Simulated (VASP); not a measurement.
# NbH (I4/mmm) in VASP: further runs

Runs on NbH. Level: PBEsol. Tasks: single point.

All numbers are computed with VASP 6.6.1; they aren't measurements. Logs are shortened: lines on timing, memory, paths and dates and some standing lists are left out, and cuts for length are marked.

**1. The cell of the first run**

The structure is tetragonal, space group I4/mmm (No. 139). Conventional cell: a = 3.187 Å, b = 3.187 Å, c = 3.935 Å, α = 90.00°, β = 90.00°, γ = 90.00°. Within 2.6 Å of Nb (site symmetry 4/mmm) lie 6 H at 1.97 to 2.25 Å. H (site symmetry 4/mmm) has 6 Nb at 1.97 to 2.25 Å within 2.6 Å.

**2. Single point, PBEsol**

File INCAR:

```
SYSTEM = NbH
PREC     = Accurate       ! precision mode
ENCUT    = 500            ! plane-wave cutoff, eV
EDIFF    = 1E-6           ! SCF threshold, eV
ISMEAR   = 1              ! smearing method
SIGMA    = 0.1            ! smearing width, eV
LREAL    = .False.        ! projectors in reciprocal space
LASPH    = .True.         ! aspherical terms in the spheres
NELM     = 120            ! most SCF steps
ALGO     = Normal         ! electronic algorithm
ISIF     = 2              ! what is computed and relaxed
LWAVE    = .False.        ! write WAVECAR
LCHARG   = .True.         ! write CHGCAR
GGA      = PS             ! functional
LELF     = .True.         ! ELF
LVHAR    = .True.       
NBANDS   = 14             ! bands
GGA_COMPAT= .False.
```

File KPOINTS:

```
Automatic mesh
0
Gamma
  10 10 10
  0 0 0
```

File POSCAR:

```
NbH
1.0
   -1.5934594624      1.5934594624      1.9676254133
    1.5934594624     -1.5934594624      1.9676254133
    1.5934594624      1.5934594624     -1.9676254133
Nb H
1 1
Direct
    0.0000000000      0.0000000000      0.0000000000
    0.5000000000      0.5000000000      0.0000000000
```

Potentials or basis: VASP PAW PBE potentials, release 64 (Nb_sv, H).

Command:

```sh
$ cat potpaw_PBE.64/Nb_sv/POTCAR potpaw_PBE.64/H/POTCAR > POTCAR
$ mpirun -np 1 vasp_std > vasp.out
```

OUTCAR:

```text
SYSTEM = NbH
   PREC = Accurate
   ENCUT = 500
   EDIFF = 1E-6
   ISMEAR = 1
   LREAL = .False.
   LASPH = .True.
   NELM = 120
   ISIF = 2
   GGA = PS

 ion  position               nearest neighbor table
   1  0.000  0.000  0.000-   2 1.97   2 1.97
   2  0.500  0.500  0.000-   1 1.97   1 1.97

  LATTYP: Found a body centered tetragonal cell.
 ALAT       =     3.1869189248
 C/A-ratio  =     1.2348135988

  Lattice vectors:

 A1 = (  -1.5934594624,   1.5934594624,   1.9676254133)
 A2 = (   1.5934594624,  -1.5934594624,   1.9676254133)
 A3 = (   1.5934594624,   1.5934594624,  -1.9676254133)

Analysis of symmetry for initial positions (statically):
=====================================================================
 Subroutine PRICEL returns:
 Original cell was already a primitive cell.

 Routine SETGRP: Setting up the symmetry group for a
 body centered tetragonal supercell.

 Subroutine GETGRP returns: Found 16 space group operations
 (whereof 16 operations were pure point group operations)
 out of a pool of 16 trial point group operations.

The static configuration has the point symmetry D_4h.

Analysis of symmetry for dynamics (positions and initial velocities):
=====================================================================
 Subroutine PRICEL returns:
 Original cell was already a primitive cell.

 Routine SETGRP: Setting up the symmetry group for a
 body centered tetragonal supercell.

 Subroutine GETGRP returns: Found 16 space group operations
 (whereof 16 operations were pure point group operations)
 out of a pool of 16 trial point group operations.

The dynamic configuration has the point symmetry D_4h.

 Subroutine INISYM returns: Found 16 space group operations
 (whereof 16 operations are pure point group operations),
 and found     1 'primitive' translations

----------------------------------------------------------------------------------------

                                     Primitive cell

  volume of cell :      19.9841

  direct lattice vectors                    reciprocal lattice vectors
    -1.593459462  1.593459462  1.967625413     0.000000000  0.313782692  0.254113408
     1.593459462 -1.593459462  1.967625413     0.313782692  0.000000000  0.254113408
     1.593459462  1.593459462 -1.967625413     0.313782692  0.313782692  0.000000000

  length of vectors
     2.991617603  2.991617603  2.991617603     0.403773702  0.403773702  0.443755739

  position of ions in fractional coordinates (direct lattice)
     0.000000000  0.000000000  0.000000000
     0.500000000  0.500000000  0.000000000

  ion indices of the primitive-cell ions
   primitive index   ion index
                 1           1
                 2           2

----------------------------------------------------------------------------------------

 KPOINTS: Automatic mesh

Automatic generation of k-mesh.
 Grid dimensions read from file:
 generate k-points for:   10   10   10

 Generating k-lattice:

  Cartesian coordinates                     Fractional coordinates (reciprocal lattice)
     0.000000000  0.031378269  0.025411341     0.100000000 -0.000000000  0.000000000
     0.031378269  0.000000000  0.025411341    -0.000000000  0.100000000  0.000000000
     0.031378269  0.031378269  0.000000000     0.000000000  0.000000000  0.100000000

  Length of vectors
     0.040377370  0.040377370  0.044375574

  Shift w.r.t. Gamma in fractional coordinates (k-lattice)
     0.000000000  0.000000000  0.000000000

 Subroutine IBZKPT returns following result:
 ===========================================

 Found    102 irreducible k-points:

 Following reciprocal coordinates:
            Coordinates               Weight
  0.000000  0.000000  0.000000      1.000000
  0.100000  0.000000 -0.000000      8.000000
  0.200000  0.000000 -0.000000      8.000000
  0.300000  0.000000  0.000000      8.000000
  0.400000 -0.000000  0.000000      8.000000
  0.500000  0.000000  0.000000      4.000000
[... 16 lines left out ...]
  0.300000  0.300000  0.000000      8.000000
  0.400000  0.300000  0.000000     16.000000
 [... further k-points ...]
   k-points           NKPTS =    102   k-points in BZ     NKDIM =    102   number of bands    NBANDS=     14
   number of dos      NEDOS =    301   number of ions     NIONS =      2
   total plane-waves  NPLWV =  13824
   dimension x,y,z NGX =    24 NGY =   24 NGZ =   24
   dimension x,y,z NGXF=    48 NGYF=   48 NGZF=   48
   ions per type =               1   1
   NGX,Y,Z   is equivalent  to a cutoff of  13.34, 13.34, 13.34 a.u.
   NGXF,Y,Z  is equivalent  to a cutoff of  26.67, 26.67, 26.67 a.u.
 SYSTEM =  NbH
   PREC   = accura    normal or accurate (medium, high low for compatibility)
   ISTART =      0    job   : 0-new  1-cont  2-samecut
   ICHARG =      2    charge: 1-file 2-atom 10-const
   ISPIN  =      1    spin polarized calculation?
   LNONCOLLINEAR =      F non collinear calculations
   LSORBIT =      F    spin-orbit coupling
   LASPH  =      T    aspherical Exc in radial PAW
   ENCUT  =  500.0 eV  36.75 Ry    6.06 a.u.   5.45  5.45  5.45*2*pi/ulx,y,z
   NELM   =    120;   NELMIN=  2; NELMDL= -5     # of ELM steps
   EDIFF  = 0.1E-05   stopping-criterion for ELM
   LREAL  =      F    real-space projection
   EDIFFG = 0.1E-04   stopping-criterion for IOM
   NSW    =      0    number of steps for IOM
   IBRION =     -1    ionic relax: 0-MD 1-quasi-New 2-CG
   NFREE  =      0    steps in history (QN), initial steepest desc. (CG)
   ISIF   =      2    stress and relaxation
   ISYM   =      2    0-nonsym 1-usesym 2-fastsym
   POTIM  = 0.5000    time-step for ionic-motion
   TEBEG  =    0.0;   TEEND  =   0.0 temperature during run
   PSTRESS=    0.0 pullay stress
   NELECT =      14.0000    total number of electrons
   NUPDOWN=      -1.0000    fix difference up-down
   EMIN   =  10.00;   EMAX   =-10.00  energy-range for DOS
   EFERMI =   0.00;   METHOD = LEGACY
   ISMEAR =     1;   SIGMA  =   0.10  broadening in eV -4-tet -1-fermi 0-gaus
   EFERMI_NEDOS =   21; number of points for ismear=-14 and -15
   IALGO  =     38    algorithm
   IMIX   =      4    mixing-type and parameters
     AMIX     =   0.40;   BMIX     =  1.00
     AMIX_MAG =   1.60;   BMIX_MAG =  1.00
  volume/ion in A,a.u.               =       9.99        67.43
  Fermi-wavevector in a.u.,A,eV,Ry     =   1.453972  2.747609 28.763184  2.114034
  Thomas-Fermi vector in A             =   2.571177
   LORBIT       =      0    0 simple, 1 ext, 2 COOP (PROOUT), +10 PAW based schemes
   GGA     = PS    functional components
   LHFCALC =     F    Hartree Fock is set to
   AEXX    =    0.0000 exact exchange contribution
   IVDW    =     0    specifies the selected vdW correction
   LEPSILON=     F    determine dielectric tensor
   LRPA    =     F    only Hartree local field effects (RPA)
 non-spin polarized calculation
 Methfessel and Paxton  Order N= 1 SIGMA  =   0.10
  energy-cutoff  :      500.00
  volume of cell :       19.98
 maximum number of plane-waves:       519
 NGX is ok and might be reduce to    24
   NGX = 11   NGY = 11   NGZ = 11

 number of electron      13.9999999 magnetization

 Free energy of the ion-electron system (eV)
  ---------------------------------------------------
  ext. energy  EPLUGINS =         0.00000000
  ---------------------------------------------------
  free energy    TOTEN  =       -14.64098601 eV

  energy without entropy =      -14.64036256  energy(sigma->0) =      -14.64077819

 E-fermi :  11.2930     XC(G=0): -12.6494

 val. band max:       11.2880482166   @ k =   0.4000   0.1000  -0.0000
 cond. band min:      11.2939147873   @ k =  -0.3000   0.4000   0.3000
 fundamental gap:      0.0058665707
 Fermi energy:        11.2930290530

 k-point     1 :       0.0000    0.0000    0.0000
  band No.  band energies     occupation
      1     -43.7580      2.00000
      2     -19.3410      2.00000
      3     -19.2883      2.00000
      4     -19.2883      2.00000
      5       1.5245      2.00000
      6      10.5185      2.00000
      7      10.5185      2.00000
      8      11.9166     -0.00000
      9      12.1988     -0.00000
     10      13.1305     -0.00000
     11      21.4132      0.00000
     12      22.6521      0.00000
     13      23.6762      0.00000
     14      23.6762      0.00000

 k-point     2 :       0.1000    0.0000   -0.0000
  band No.  band energies     occupation
      1     -43.7426      2.00000
      2     -19.4284      2.00000
      3     -19.3154      2.00000
      4     -19.3102      2.00000
      5       1.8454      2.00000
      6      10.4131      2.00000
      7      10.6242      2.00000
      8      11.8351     -0.00000
      9      12.1504     -0.00000
     10      12.9683     -0.00000
     11      20.0877      0.00000
     12      23.3112      0.00000
     13      24.3223      0.00000
     14      24.8034      0.00000

 k-point     3 :       0.2000    0.0000   -0.0000
  band No.  band energies     occupation
      1     -43.7021      2.00000
      2     -19.7056      2.00000
      3     -19.3671      2.00000
      4     -19.3305      2.00000
      5       2.7280      2.00000
      6       9.8155      2.00000
      7      10.5408      2.00000
      8      11.7792     -0.00000
      9      12.5345     -0.00000
     10      12.9483     -0.00000
     11      18.3323      0.00000
     12      24.7746      0.00000
     13      26.0613      0.00000
     14      26.7312      0.00000
[... 324 lines left out ...]
 k-point    23 :       0.3000    0.3000    0.0000
  band No.  band energies     occupation
      1     -43.5716      2.00000
      2     -20.1440      2.00000
      3     -19.8713      2.00000
      4     -19.4520      2.00000
      5       5.1620      2.00000
      6       8.3830      2.00000
      7       9.4982      2.00000
      8      12.0903     -0.00000
      9      13.9194      0.00000
     10      16.3067      0.00000
     11      18.6831      0.00000
     12      21.7223      0.00000
     13      24.0672      0.00000
     14      28.0096      0.00000

 k-point    24 :       0.4000    0.3000    0.0000
  band No.  band energies     occupation
      1     -43.5647      2.00000
      2     -20.1174      2.00000
      3     -19.9118      2.00000
      4     -19.4900      2.00000
      5       4.5442      2.00000
      6       8.4173      2.00000
      7      10.0614      2.00000
      8      12.5178     -0.00000
      9      14.6380      0.00000
     10      16.5686      0.00000
     11      18.8903      0.00000
     12      20.0137      0.00000
     13      24.7196      0.00000
     14      26.7703      0.00000

 [... further k-points ...]

------------------------ aborting loop because EDIFF is reached ----------------------------------------

  FORCE on cell =-STRESS in cart. coord.  units (eV):
  Direction    XX          YY          ZZ          XY          YZ          ZX
  --------------------------------------------------------------------------------------
  -------------------------------------------------------------------------------------
  Total       -0.4712163     -0.4712163     -0.4272057      0.0000000      0.0000000      0.0000000
  in kB      -37.7786460    -37.7786460    -34.2502082      0.0000000      0.0000000      0.0000000
  external PRESSURE =     -36.6025001 kB  Pullay stress =       0.0000000 kB

 VOLUME and BASIS-vectors are now :
 -----------------------------------------------------------------------------
  energy-cutoff  :      500.00
  volume of cell :       19.98
      direct lattice vectors                 reciprocal lattice vectors
    -1.593459462  1.593459462  1.967625413     0.000000000  0.313782692  0.254113408
     1.593459462 -1.593459462  1.967625413     0.313782692  0.000000000  0.254113408
     1.593459462  1.593459462 -1.967625413     0.313782692  0.313782692  0.000000000

 POSITION                                       TOTAL-FORCE (eV/Angst)
 -----------------------------------------------------------------------------------
      0.00000      0.00000      0.00000         0.000000     -0.000000     -0.000000
      0.00000      0.00000      1.96763        -0.000000      0.000000      0.000000
 -----------------------------------------------------------------------------------
    total drift:                               -0.000000      0.000000      0.000000

  FREE ENERGIE OF THE ION-ELECTRON SYSTEM (eV)
  ---------------------------------------------------
  free  energy   TOTEN  =       -14.6409860111 eV

  energy  without entropy=      -14.6403625622  energy(sigma->0) =      -14.64077819
```

It used 22 s of CPU time on 1 thread of AMD EPYC 7R13 Processor (Zen 3), on a shared host.

What came out:

* Free energy: -14.6410 eV
* Pressure: -3.7 GPa
* Band gap on the k mesh: zero (band 7 reaches 15.05 eV, above the bottom of band 8 at 10.87 eV)

Levels at points of the mesh, in eV from the Fermi level:
| k point | band 3 | band 4 | band 5 | band 6 | band 7 | band 8 | band 9 | band 10 | band 11 | band 12 |
| --- | --- | --- | --- | --- | --- | --- | --- | --- | --- | --- |
| (0.00, 0.00, 0.00) | -30.58 | -30.58 | -9.77 | -0.77 | -0.77 | 0.62 | 0.91 | 1.84 | 10.12 | 11.36 |
| (0.50, 0.00, 0.00) | -30.81 | -30.65 | -4.89 | -4.53 | -1.69 | -0.15 | 3.25 | 4.33 | 7.39 | 8.83 |
| (0.50, 0.50, 0.00) | -31.03 | -30.76 | -8.29 | -3.41 | 1.32 | 3.15 | 3.76 | 4.92 | 8.11 | 8.75 |
| (0.50, 0.50, 0.50) | -31.10 | -31.10 | -8.34 | -3.82 | 3.75 | 3.77 | 4.42 | 4.42 | 7.72 | 7.72 |

Caveat: the PAW data sets were made with another functional, which shifts forces and pressure a little.

**3. Single point, PBEsol**

This run uses another cell than the first one, of 10.25 Å³/atom, 1.026 times its volume.

File INCAR:

```
SYSTEM = NbH
ALGO = Normal ; EDIFF = 1E-6
ENCUT = 500 ; GGA = PS
GGA_COMPAT = .FALSE. ; ISIF = 2
ISMEAR = 1 ; LASPH = .TRUE.
LCHARG = .FALSE. ; LREAL = .FALSE.
LWAVE = .FALSE. ; NBANDS = 14
NELM = 120 ; PREC = Accurate
SIGMA = 0.1
```

File KPOINTS:

```
k-points
0
G
  10 10 10
  0 0 0
```

File POSCAR:

```
NbH
1.0
   -1.6069640000      1.6069640000      1.9843010000
    1.6069640000     -1.6069640000      1.9843010000
    1.6069640000      1.6069640000     -1.9843010000
Nb H
1 1
Direct
    0.0000000000      0.0000000000      0.0000000000
    0.5000000000      0.5000000000      0.0000000000
```

Potentials or basis: VASP PAW PBE potentials, release 64 (Nb_sv, H).

Command:

```sh
$ cat potpaw_PBE.64/Nb_sv/POTCAR potpaw_PBE.64/H/POTCAR > POTCAR
$ mpirun -np 1 vasp_std > vasp.out
```

It used 22 s of CPU time on 1 thread of AMD EPYC 7R13 Processor (Zen 3) (shared host).

It converged, with:

```
Free energy            : -14.6225 eV
Pressure               : -8.3 GPa
Band gap on the k mesh : zero (band 7 reaches 14.55 eV, above the bottom of band 8 at 10.55 eV)
```

Stress tensor (GPa, compression positive):
```
-8.34  0.00  0.00
 0.00 -8.34  0.00
 0.00  0.00 -8.15
```

Levels at points of the mesh, in eV from the Fermi level:
```tsv
k point	band 3	band 4	band 5	band 6	band 7	band 8	band 9	band 10	band 11	band 12
(0.00, 0.00, 0.00)	-30.65	-30.65	-9.64	-0.75	-0.75	0.61	0.88	1.78	9.89	11.32
(0.50, 0.00, 0.00)	-30.86	-30.71	-4.87	-4.42	-1.63	-0.14	3.14	4.18	7.30	8.53
(0.50, 0.50, 0.00)	-31.07	-30.82	-8.12	-3.30	1.22	3.04	3.63	4.75	7.84	8.64
(0.50, 0.50, 0.50)	-31.13	-31.13	-8.15	-3.69	3.60	3.64	4.26	4.26	7.57	7.57
```

Caveat: the PAW data sets were made with another functional, which shifts forces and pressure a little.
